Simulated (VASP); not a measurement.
Here is a VASP 6.6.1 calculation.

The input INCAR:

```
SYSTEM = Tl
PREC = Accurate
ENCUT = 520
EDIFF = 1E-6
ISMEAR = 0
SIGMA = 0.05
LREAL = .FALSE.
LASPH = .TRUE.
NELM = 100
ALGO = Normal
ISIF = 2
LWAVE = .FALSE.
LCHARG = .TRUE.
GGA = PE
LELF = .TRUE.
LVHAR = .TRUE.
NBANDS = 12
```

File KPOINTS:

```
regular mesh
0
G
  8 8 8
  0 0 0
```

File POSCAR:

```
Tl
1.0
   -1.9282908796      1.9282908796      1.9282908796
    1.9282908796     -1.9282908796      1.9282908796
    1.9282908796      1.9282908796     -1.9282908796
Tl
1
Direct
    0.0000000000      0.0000000000      0.0000000000
```

Potentials or basis: VASP PAW PBE potentials, release 64 (Tl_d).

Run with:

```sh
$ cat potpaw_PBE.64/Tl_d/POTCAR > POTCAR
$ mpirun -np 1 vasp_std > vasp.out
```

(1) Estimate the pressure.

(2) Predict the band gap on the k mesh.

## Answers

(1) 3.3 GPa.

(2) zero (an odd number of electrons rules out a gap without spin polarisation).

Caveat: the cell stands under pressure; spin-orbit coupling is left out, which moves the levels of the heavy elements.
